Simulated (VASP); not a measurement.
# CdTe (F-43m) in VASP: settings compared, part 2 of 2

VASP 6.6.1. The steps go on from the part before.

### 3 Single point, LDA

INCAR reads:

```
PREC     = Accurate       # precision mode
ENCUT    = 520            # plane-wave cutoff, eV
EDIFF    = 1E-6           # SCF threshold, eV
ISMEAR   = 0              # smearing method
SIGMA    = 0.05           # smearing width, eV
LREAL    = False          # projectors in reciprocal space
LASPH    = True           # aspherical terms in the spheres
NELM     = 80             # most SCF steps
ALGO     = Normal         # electronic algorithm
ISIF     = 2              # what is computed and relaxed
LWAVE    = False          # write WAVECAR
LCHARG   = False          # write CHGCAR
NBANDS   = 16             # bands
```

KPOINTS reads:

```
regular mesh
0
Gamma
  10 10 10
```

POSCAR reads:

```
CdTe
1.0
    0.0000000000      3.3090893088      3.3090893088
    3.3090893088      0.0000000000      3.3090893088
    3.3090893088      3.3090893088      0.0000000000
Cd Te
1 1
Direct
    0.0000000000      0.0000000000      0.0000000000
    0.2500000000      0.2500000000      0.2500000000
```

Potentials or basis: VASP PAW LDA potentials, release 64 (Cd, Te).

The run is started by

```console
cat potpaw_LDA.64/Cd/POTCAR potpaw_LDA.64/Te/POTCAR > POTCAR
mpirun -np 1 vasp_std > vasp.out
```

It took 57 s on 1 thread of Intel Xeon 8259CL, shared host; peak memory 0.21 GiB.

Results (log left out):

```yaml
Free_energy: -5.9805 eV
Pressure: -3.4 GPa
Band_gap_on_the_k_mesh: 0.37 eV
```

Levels at points of the mesh, in eV from the valence-band top:
```
           k point  band 7  band 8  band 9  band 10  band 11  band 12
(0.00, 0.00, 0.00)    0.00    0.00    0.00     0.37     4.54     4.54
(0.50, 0.00, 0.00)   -4.16   -0.70   -0.70     1.59     5.11     5.11
(0.50, 0.50, 0.00)   -4.09   -1.68   -1.68     2.55     2.57     8.30
```

Caveat: the cell stands under tension; spin-orbit coupling is left out, which moves the levels of the heavy elements.

### 4 Single point, PBE (36.96 Å³/atom)

This run uses another cell than the first one, of 36.96 Å³/atom.

INCAR reads:

```
  PREC = Accurate
  ENCUT = 520
  EDIFF = 1E-6
  ISMEAR = 0
  SIGMA = 0.05
  LREAL = False
  LASPH = True
  NELM = 60
  ALGO = Normal
  ISIF = 2
  LWAVE = False
  LCHARG = False
  GGA = PE
  NBANDS = 16
```

KPOINTS is that of step 3.

POSCAR reads:

```
CdTe
1.0
    0.0000000000      3.3310044462      3.3310044462
    3.3310044462      0.0000000000      3.3310044462
    3.3310044462      3.3310044462      0.0000000000
Cd Te
1 1
Direct
    0.0000000000      0.0000000000      0.0000000000
    0.2500000000      0.2500000000      0.2500000000
```

Potentials or basis: VASP PAW PBE potentials, release 64 (Cd, Te).

The run is started by

```console
cat potpaw_PBE.64/Cd/POTCAR potpaw_PBE.64/Te/POTCAR > POTCAR
mpirun -np 1 vasp_std > vasp.out
```

Run time: 81 s. Hardware: 1 thread of Intel Xeon 8259CL, shared host; peak memory 0.24 GiB.

Results (log left out):

| Property | Result |
| --- | --- |
| Free energy | -4.8107 eV |
| Pressure | -0.6 GPa |
| Band gap on the k mesh | 0.53 eV |

Levels at points of the mesh, in eV from the valence-band top:
| k point | band 6 | band 7 | band 8 | band 9 | band 10 | band 11 | band 12 | band 13 |
| --- | --- | --- | --- | --- | --- | --- | --- | --- |
| (0.00, 0.00, 0.00) | -7.83 | 0.00 | 0.00 | 0.00 | 0.53 | 4.65 | 4.65 | 4.65 |
| (0.50, 0.00, 0.00) | -7.54 | -3.98 | -0.66 | -0.66 | 1.73 | 5.21 | 5.21 | 6.97 |
| (0.50, 0.50, 0.00) | -7.43 | -3.92 | -1.60 | -1.60 | 2.66 | 2.78 | 8.41 | 8.71 |

Caveat: spin-orbit coupling is left out, which moves the levels of the heavy elements.

### 5 Single point, PBE (37.68 Å³/atom)

This run uses another cell than the first one, of 37.68 Å³/atom.

INCAR reads:

```
SYSTEM = CdTe
PREC = Accurate
ENCUT = 520
EDIFF = 1E-7
ISMEAR = 0
SIGMA = 0.05
LREAL = .FALSE.
LASPH = .TRUE.
NELM = 80
ALGO = Normal
ISIF = 2
LWAVE = .FALSE.
LCHARG = .FALSE.
GGA = PE
NBANDS = 16
```

KPOINTS reads:

```
Automatic mesh
0
G
  10 10 10
  0 0 0
```

POSCAR reads:

```
CdTe
1.0
    0.0000000000      3.3526349513      3.3526349513
    3.3526349513      0.0000000000      3.3526349513
    3.3526349513      3.3526349513      0.0000000000
Cd Te
1 1
Direct
    0.0000000000      0.0000000000      0.0000000000
    0.2500000000      0.2500000000      0.2500000000
```

The run is started by

```console
cat potpaw_PBE.64/Cd/POTCAR potpaw_PBE.64/Te/POTCAR > POTCAR
mpirun -np 1 vasp_std > vasp.out
```

Wall time 95 s (1 thread of Intel Xeon 8259CL, shared host); peak memory 0.24 GiB.

The run converged. Its results:

```yaml
Free_energy: -4.8028 eV
Pressure: -1.2 GPa
Band_gap_on_the_k_mesh: 0.47 eV
```

Levels at points of the mesh, in eV from the valence-band top:
| k point | band 6 | band 7 | band 8 | band 9 | band 10 | band 11 | band 12 | band 13 |
| --- | --- | --- | --- | --- | --- | --- | --- | --- |
| (0.00, 0.00, 0.00) | -7.79 | 0.00 | 0.00 | 0.00 | 0.47 | 4.66 | 4.66 | 4.66 |
| (0.50, 0.00, 0.00) | -7.52 | -3.88 | -0.64 | -0.64 | 1.71 | 5.21 | 5.21 | 6.93 |
| (0.50, 0.50, 0.00) | -7.41 | -3.84 | -1.54 | -1.54 | 2.66 | 2.82 | 8.32 | 8.61 |

Caveat: spin-orbit coupling is left out, which moves the levels of the heavy elements.

### 6 Single point, PBE (38.77 Å³/atom)

This run uses another cell than the first one, of 38.77 Å³/atom.

INCAR reads:

```
SYSTEM = CdTe
PREC     = Accurate       ! precision mode
ENCUT    = 520            ! plane-wave cutoff, eV
EDIFF    = 1E-6           ! SCF threshold, eV
ISMEAR   = 0              ! smearing method
SIGMA    = 0.05           ! smearing width, eV
LREAL    = .False.        ! projectors in reciprocal space
LASPH    = .True.         ! aspherical terms in the spheres
NELM     = 60             ! most SCF steps
ALGO     = Normal         ! electronic algorithm
ISIF     = 2              ! what is computed and relaxed
LWAVE    = .False.        ! write WAVECAR
LCHARG   = .False.        ! write CHGCAR
GGA      = PE             ! functional
NBANDS   = 16             ! bands
```

KPOINTS reads:

```
Automatic mesh
0
Gamma
  10 10 10
  0 0 0
```

POSCAR reads:

```
CdTe
1.0
    0.0000000000      3.3845667298      3.3845667298
    3.3845667298      0.0000000000      3.3845667298
    3.3845667298      3.3845667298      0.0000000000
Cd Te
1 1
Direct
    0.0000000000      0.0000000000      0.0000000000
    0.2500000000      0.2500000000      0.2500000000
```

Potentials or basis: VASP PAW PBE potentials, release 64 (Cd, Te).

The run is started by

```console
cat potpaw_PBE.64/Cd/POTCAR potpaw_PBE.64/Te/POTCAR > POTCAR
mpirun -np 1 vasp_std > vasp.out
```

OUTCAR:

```text
SYSTEM = CdTe
   PREC = Accurate
   ENCUT = 520
   EDIFF = 1E-6
   ISMEAR = 0
   LREAL = .False.
   LASPH = .True.
   NELM = 60
   ISIF = 2
   GGA = PE

 ion  position               nearest neighbor table
   1  0.000  0.000  0.000-   2 2.93   2 2.93   2 2.93   2 2.93
   2  0.250  0.250  0.250-   1 2.93   1 2.93   1 2.93   1 2.93

  LATTYP: Found a face centered cubic cell.
 ALAT       =     6.7691334596

  Lattice vectors:

 A1 = (   0.0000000000,   3.3845667298,   3.3845667298)
 A2 = (   3.3845667298,   0.0000000000,   3.3845667298)
 A3 = (   3.3845667298,   3.3845667298,   0.0000000000)

Analysis of symmetry for initial positions (statically):
=====================================================================
 Subroutine PRICEL returns:
 Original cell was already a primitive cell.

 Routine SETGRP: Setting up the symmetry group for a
 face centered cubic supercell.

 Subroutine GETGRP returns: Found 24 space group operations
 (whereof 24 operations were pure point group operations)
 out of a pool of 48 trial point group operations.

The static configuration has the point symmetry T_d .

Analysis of symmetry for dynamics (positions and initial velocities):
[... 162 lines left out ...]
 cond. band min:       1.6431993609   @ k =   0.0000   0.0000   0.0000
 fundamental gap:      0.3888338440
 Fermi energy:         1.4505136370

 k-point     1 :       0.0000    0.0000    0.0000
  band No.  band energies     occupation
      1      -9.2596      2.00000
      2      -6.6669      2.00000
      3      -6.6669      2.00000
      4      -6.6669      2.00000
      5      -6.4909      2.00000
      6      -6.4909      2.00000
[... 433 lines left out ...]
      3      -6.5852      2.00000
      4      -6.5345      2.00000
      5      -6.4752      2.00000
      6      -6.2813      2.00000
[... 8 lines left out ...]
     15      11.4680      0.00000
     16      12.3513      0.00000

 [... further k-points ...]

------------------------ aborting loop because EDIFF is reached ----------------------------------------

  FORCE on cell =-STRESS in cart. coord.  units (eV):
  Direction    XX          YY          ZZ          XY          YZ          ZX
  --------------------------------------------------------------------------------------
  -------------------------------------------------------------------------------------
  Total       -0.9346488     -0.9346488     -0.9346488     -0.0000000     -0.0000000     -0.0000000
  in kB      -19.3116686    -19.3116686    -19.3116686     -0.0000000     -0.0000000     -0.0000000
  external PRESSURE =     -19.3116686 kB  Pullay stress =       0.0000000 kB

 VOLUME and BASIS-vectors are now :
 -----------------------------------------------------------------------------
  energy-cutoff  :      520.00
  volume of cell :       77.54
      direct lattice vectors                 reciprocal lattice vectors
     0.000000000  3.384566730  3.384566730    -0.147729396  0.147729396  0.147729396
     3.384566730  0.000000000  3.384566730     0.147729396 -0.147729396  0.147729396
     3.384566730  3.384566730  0.000000000     0.147729396  0.147729396 -0.147729396

 POSITION                                       TOTAL-FORCE (eV/Angst)
 -----------------------------------------------------------------------------------
      0.00000      0.00000      0.00000        -0.000000     -0.000000     -0.000000
      1.69228      1.69228      1.69228         0.000000      0.000000      0.000000
 -----------------------------------------------------------------------------------
    total drift:                               -0.000000     -0.000000     -0.000000

  FREE ENERGIE OF THE ION-ELECTRON SYSTEM (eV)
  ---------------------------------------------------
  free  energy   TOTEN  =        -4.7815763151 eV

  energy  without entropy=       -4.7815763151  energy(sigma->0) =       -4.78157632
```

Wall time 61 s (1 thread of Intel Xeon 8259CL, shared host); peak memory 0.24 GiB.

What came out:

```yaml
Free_energy: -4.7816 eV
Pressure: -1.9 GPa
Band_gap_on_the_k_mesh: 0.39 eV
```

Caveat: spin-orbit coupling is left out, which moves the levels of the heavy elements.

### 7 Summary

```tsv
level	potentials or basis	cell	gap on the mesh (eV)	pressure (GPa)
PBEsol	VASP PAW PBE potentials, release 64 (Cd, Te)	a = 4.680 Å, angles 60.0°, 2 atoms	0.48	-2.0
LDA	VASP PAW LDA potentials, release 64 (Cd, Te)	a = 4.680 Å, angles 60.0°, 2 atoms	0.37	-3.4
PBE	VASP PAW PBE potentials, release 64 (Cd, Te)	a = 4.711 Å, angles 60.0°, 2 atoms	0.53	-0.6
PBE	VASP PAW PBE potentials, release 64 (Cd, Te)	a = 4.741 Å, angles 60.0°, 2 atoms	0.47	-1.2
PBE	VASP PAW PBE potentials, release 64 (Cd, Te)	a = 4.787 Å, angles 60.0°, 2 atoms	0.39	-1.9
```

Alike in all rows: task single point; no spin polarisation; k mesh 10 × 10 × 10; cutoff (eV) 520; smearing gaussian 0.05 eV.

Caveats: spin-orbit coupling is left out, which moves the levels of the heavy elements; the PAW data sets were made with another functional, which shifts forces and pressure a little (at least some runs); the cell stands under tension (at least some runs).

Absolute energies hang on the potentials; compare differences alone.
